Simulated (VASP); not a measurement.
# ZnAg (Pm-3m) in VASP: notebook

ZnAg is run at these levels: LDA; tasks: electric field gradients.

Everything below comes from runs of VASP 6.6.1. Logs are shortened: lines on timing, memory, paths and dates and some standing lists are left out, and cuts for length are marked.

## (1) The cell of the first run

It takes space group Pm-3m (No. 221, cubic). Conventional cell: a = 3.113 Å, b = 3.113 Å, c = 3.113 Å, α = 90.00°, β = 90.00°, γ = 90.00°. Zn (site symmetry m-3m) has 8 Ag at 2.70 Å and 6 Zn at 3.11 Å within 3.6 Å. Ag (site symmetry m-3m) has 8 Zn at 2.70 Å and 6 Ag at 3.11 Å within 3.6 Å.

## (2) Electric field gradients, LDA (volume scaled by 0.96)

Contents of INCAR:

```
SYSTEM = ZnAg
PREC = Accurate
ENCUT = 520
EDIFF = 1E-8
ISMEAR = -1
SIGMA = 0.03
LREAL = .False.
LASPH = .True.
NELM = 100
ALGO = Normal
ISIF = 2
LWAVE = .False.
LCHARG = .False.
GGA = CA
LEFG = .True.
NBANDS = 18
```

Contents of KPOINTS:

```
Automatic mesh
0
Gamma
  12 12 12
  0 0 0
```

Contents of POSCAR:

```
ZnAg
1.0
    3.1133461226      0.0000000000      0.0000000000
    0.0000000000      3.1133461226      0.0000000000
    0.0000000000      0.0000000000      3.1133461226
Zn Ag
1 1
Direct
    0.5000000000      0.5000000000      0.5000000000
    0.0000000000      0.0000000000      0.0000000000
```

Potentials or basis: VASP PAW LDA potentials, release 64 (Zn, Ag).

On the command line:

```bash
$ cat potpaw_LDA.64/Zn/POTCAR potpaw_LDA.64/Ag/POTCAR > POTCAR
$ mpirun -np 1 vasp_std > vasp.out
```

OUTCAR:

```text
SYSTEM = ZnAg
   PREC = Accurate
   ENCUT = 520
   EDIFF = 1E-8
   ISMEAR = -1
   LREAL = .False.
   LASPH = .True.
   NELM = 100
   ISIF = 2
   GGA = CA

 ion  position               nearest neighbor table
   1  0.500  0.500  0.500-   2 2.70   2 2.70   2 2.70   2 2.70   2 2.70   2 2.70   2 2.70   2 2.70

   2  0.000  0.000  0.000-   1 2.70   1 2.70   1 2.70   1 2.70   1 2.70   1 2.70   1 2.70   1 2.70

  LATTYP: Found a simple cubic cell.
 ALAT       =     3.1133461226

  Lattice vectors:

 A1 = (   3.1133461226,   0.0000000000,   0.0000000000)
 A2 = (   0.0000000000,   3.1133461226,   0.0000000000)
 A3 = (   0.0000000000,   0.0000000000,   3.1133461226)

Analysis of symmetry for initial positions (statically):
=====================================================================
 Subroutine PRICEL returns:
 Original cell was already a primitive cell.

 Routine SETGRP: Setting up the symmetry group for a
 simple cubic supercell.

 Subroutine GETGRP returns: Found 48 space group operations
 (whereof 48 operations were pure point group operations)
 out of a pool of 48 trial point group operations.

The static configuration has the point symmetry O_h .

Analysis of symmetry for dynamics (positions and initial velocities):
=====================================================================
 Subroutine PRICEL returns:
 Original cell was already a primitive cell.

 Routine SETGRP: Setting up the symmetry group for a
 simple cubic supercell.

 Subroutine GETGRP returns: Found 48 space group operations
 (whereof 48 operations were pure point group operations)
 out of a pool of 48 trial point group operations.

The dynamic configuration has the point symmetry O_h .

 Subroutine INISYM returns: Found 48 space group operations
 (whereof 48 operations are pure point group operations),
 and found     1 'primitive' translations

----------------------------------------------------------------------------------------

                                     Primitive cell

  volume of cell :      30.1774

  direct lattice vectors                    reciprocal lattice vectors
     3.113346123  0.000000000  0.000000000     0.321197824  0.000000000  0.000000000
     0.000000000  3.113346123  0.000000000     0.000000000  0.321197824  0.000000000
     0.000000000  0.000000000  3.113346123     0.000000000  0.000000000  0.321197824

  length of vectors
     3.113346123  3.113346123  3.113346123     0.321197824  0.321197824  0.321197824

  position of ions in fractional coordinates (direct lattice)
     0.500000000  0.500000000  0.500000000
     0.000000000  0.000000000  0.000000000

  ion indices of the primitive-cell ions
   primitive index   ion index
                 1           1
                 2           2

----------------------------------------------------------------------------------------

 KPOINTS: Automatic mesh

Automatic generation of k-mesh.
 Grid dimensions read from file:
 generate k-points for:   12   12   12

 Generating k-lattice:

  Cartesian coordinates                     Fractional coordinates (reciprocal lattice)
     0.026766485  0.000000000  0.000000000     0.083333333  0.000000000  0.000000000
     0.000000000  0.026766485  0.000000000     0.000000000  0.083333333  0.000000000
     0.000000000  0.000000000  0.026766485     0.000000000  0.000000000  0.083333333

  Length of vectors
     0.026766485  0.026766485  0.026766485

  Shift w.r.t. Gamma in fractional coordinates (k-lattice)
     0.000000000  0.000000000  0.000000000

 Subroutine IBZKPT returns following result:
 ===========================================

 Found     84 irreducible k-points:

 Following reciprocal coordinates:
            Coordinates               Weight
  0.000000  0.000000  0.000000      1.000000
  0.083333  0.000000  0.000000      6.000000
  0.166667  0.000000  0.000000      6.000000
  0.250000  0.000000  0.000000      6.000000
  0.333333  0.000000  0.000000      6.000000
  0.416667  0.000000  0.000000      6.000000
[... 16 lines left out ...]
  0.333333  0.333333  0.000000     12.000000
  0.416667  0.333333  0.000000     24.000000
 [... further k-points ...]
   k-points           NKPTS =     84   k-points in BZ     NKDIM =     84   number of bands    NBANDS=     18
   number of dos      NEDOS =    301   number of ions     NIONS =      2
   total plane-waves  NPLWV =  13824
   dimension x,y,z NGX =    24 NGY =   24 NGZ =   24
   dimension x,y,z NGXF=    48 NGYF=   48 NGZF=   48
   ions per type =               1   1
   NGX,Y,Z   is equivalent  to a cutoff of  12.82, 12.82, 12.82 a.u.
   NGXF,Y,Z  is equivalent  to a cutoff of  25.63, 25.63, 25.63 a.u.
 SYSTEM =  ZnAg
   PREC   = accura    normal or accurate (medium, high low for compatibility)
   ISTART =      0    job   : 0-new  1-cont  2-samecut
   ICHARG =      2    charge: 1-file 2-atom 10-const
   ISPIN  =      1    spin polarized calculation?
   LNONCOLLINEAR =      F non collinear calculations
   LSORBIT =      F    spin-orbit coupling
   LASPH  =      T    aspherical Exc in radial PAW
   ENCUT  =  520.0 eV  38.22 Ry    6.18 a.u.   5.79  5.79  5.79*2*pi/ulx,y,z
   NELM   =    100;   NELMIN=  2; NELMDL= -5     # of ELM steps
   EDIFF  = 0.1E-07   stopping-criterion for ELM
   LREAL  =      F    real-space projection
   EDIFFG = 0.1E-06   stopping-criterion for IOM
   NSW    =      0    number of steps for IOM
   IBRION =     -1    ionic relax: 0-MD 1-quasi-New 2-CG
   NFREE  =      0    steps in history (QN), initial steepest desc. (CG)
   ISIF   =      2    stress and relaxation
   ISYM   =      2    0-nonsym 1-usesym 2-fastsym
   POTIM  = 0.5000    time-step for ionic-motion
   TEBEG  =    0.0;   TEEND  =   0.0 temperature during run
   PSTRESS=    0.0 pullay stress
   NELECT =      23.0000    total number of electrons
   NUPDOWN=      -1.0000    fix difference up-down
   EMIN   =  10.00;   EMAX   =-10.00  energy-range for DOS
   EFERMI =   0.00;   METHOD = LEGACY
   ISMEAR =    -1;   SIGMA  =   0.03  broadening in eV -4-tet -1-fermi 0-gaus
   EFERMI_NEDOS =   21; number of points for ismear=-14 and -15
   IALGO  =     38    algorithm
   IMIX   =      4    mixing-type and parameters
     AMIX     =   0.40;   BMIX     =  1.00
     AMIX_MAG =   1.60;   BMIX_MAG =  1.00
  volume/ion in A,a.u.               =      15.09       101.82
  Fermi-wavevector in a.u.,A,eV,Ry     =   1.495398  2.825892 30.425542  2.236214
  Thomas-Fermi vector in A             =   2.607548
   LORBIT       =      0    0 simple, 1 ext, 2 COOP (PROOUT), +10 PAW based schemes
   GGA     = CA    functional components
   LHFCALC =     F    Hartree Fock is set to
   AEXX    =    0.0000 exact exchange contribution
   IVDW    =     0    specifies the selected vdW correction
   LEPSILON=     F    determine dielectric tensor
   LRPA    =     F    only Hartree local field effects (RPA)
 non-spin polarized calculation
  energy-cutoff  :      520.00
  volume of cell :       30.18
 maximum number of plane-waves:       840
 NGX is ok and might be reduce to    24
   NGX = 11   NGY = 11   NGZ = 11

 number of electron      22.9999970 magnetization

 Free energy of the ion-electron system (eV)
  ---------------------------------------------------
  ext. energy  EPLUGINS =         0.00000000
  ---------------------------------------------------
  free energy    TOTEN  =        -5.77835688 eV

  energy without entropy =       -5.77721302  energy(sigma->0) =       -5.77778495

 E-fermi :   6.5340     XC(G=0): -12.6507

 val. band max:        6.5116374455   @ k =   0.5000   0.4167   0.2500
 cond. band min:       6.5498664331   @ k =   0.5000   0.3333   0.3333
 fundamental gap:      0.0382289876
 Fermi energy:         6.5339702143

 k-point     1 :       0.0000    0.0000    0.0000
  band No.  band energies     occupation
      1      -3.2247      2.00000
      2      -1.5570      2.00000
      3      -1.5570      2.00000
      4      -0.9045      2.00000
      5      -0.9045      2.00000
      6      -0.9045      2.00000
[... 10 lines left out ...]
     17      18.0503      0.00000
     18      26.0922      0.00000

 k-point     2 :       0.0833    0.0000    0.0000
  band No.  band energies     occupation
      1      -3.1064      2.00000
      2      -1.5330      2.00000
      3      -1.5231      2.00000
      4      -0.9065      2.00000
      5      -0.9065      2.00000
      6      -0.8946      2.00000
[... 10 lines left out ...]
     17      18.9181      0.00000
     18      25.5950      0.00000
[... 442 lines left out ...]
 k-point    24 :       0.4167    0.3333    0.0000
  band No.  band energies     occupation
      1      -1.5258      2.00000
      2      -1.4434      2.00000
      3      -1.1591      2.00000
      4      -1.0781      2.00000
      5      -0.7314      2.00000
      6       0.1559      2.00000
[... 10 lines left out ...]
     17      20.6859      0.00000
     18      21.0613      0.00000

 [... further k-points ...]
[... 5 lines left out ...]
  --------------------------------------------------------------------------------------
  -------------------------------------------------------------------------------------
  Total       -0.6885804     -0.6885804     -0.6885804     -0.0000000     -0.0000000      0.0000000
  in kB      -36.5580492    -36.5580492    -36.5580492     -0.0000000     -0.0000000      0.0000000
  external PRESSURE =     -36.5580492 kB  Pullay stress =       0.0000000 kB

 VOLUME and BASIS-vectors are now :
 -----------------------------------------------------------------------------
  energy-cutoff  :      520.00
  volume of cell :       30.18
      direct lattice vectors                 reciprocal lattice vectors
     3.113346123  0.000000000  0.000000000     0.321197824  0.000000000  0.000000000
     0.000000000  3.113346123  0.000000000     0.000000000  0.321197824  0.000000000
     0.000000000  0.000000000  3.113346123     0.000000000  0.000000000  0.321197824

 POSITION                                       TOTAL-FORCE (eV/Angst)
 -----------------------------------------------------------------------------------
      1.55667      1.55667      1.55667         0.000000      0.000000      0.000000
      0.00000      0.00000      0.00000         0.000000      0.000000      0.000000
 -----------------------------------------------------------------------------------
    total drift:                                0.000000      0.000000     -0.000000

  FREE ENERGIE OF THE ION-ELECTRON SYSTEM (eV)
  ---------------------------------------------------
  free  energy   TOTEN  =        -5.7783568813 eV

  energy  without entropy=       -5.7772130250  energy(sigma->0) =       -5.77778495

 Electric field gradients (V/A^2)
---------------------------------------------------------------------
 ion       V_xx      V_yy      V_zz      V_xy      V_xz      V_yz
---------------------------------------------------------------------
   1       0.000     0.000     0.000     0.000     0.000     0.000
   2       0.000     0.000     0.000     0.000     0.000     0.000
---------------------------------------------------------------------

 Electric field gradients after diagonalization (V/A^2)
 (convention: |V_zz| > |V_xx| > |V_yy|)
----------------------------------------------------------------------
 ion       V_xx      V_yy      V_zz     asymmetry (V_yy - V_xx)/ V_zz
----------------------------------------------------------------------
   1       0.000     0.000     0.000      -0.066
   2       0.000     0.000     0.000      -0.164
----------------------------------------------------------------------

           NMR quadrupolar parameters

 Cq : quadrupolar parameter    Cq=e*Q*V_zz/h
 eta: asymmetry parameters     (V_yy - V_xx)/ V_zz
 Q  : nuclear electric quadrupole moment in mb (millibarn)
----------------------------------------------------------------------
 ion       Cq(MHz)       eta       Q (mb)
----------------------------------------------------------------------
   1       0.000      -0.066       1.000
   2       0.000      -0.164       1.000
----------------------------------------------------------------------
```

Run time: 19 s. Hardware: 1 thread of Intel Xeon Platinum 8259CL at 2.50GHz (Skylake/Cascade Lake), shared host; peak memory 0.16 GiB.

Results:

| Property | Result |
| --- | --- |
| Free energy | -5.7784 eV |
| Pressure | -3.7 GPa |

Caveat: without QUAD_EFG the Cq values of the log hold for a quadrupole moment of 1 mb, not for the nuclei.

(Continued in part 2 of 2.)
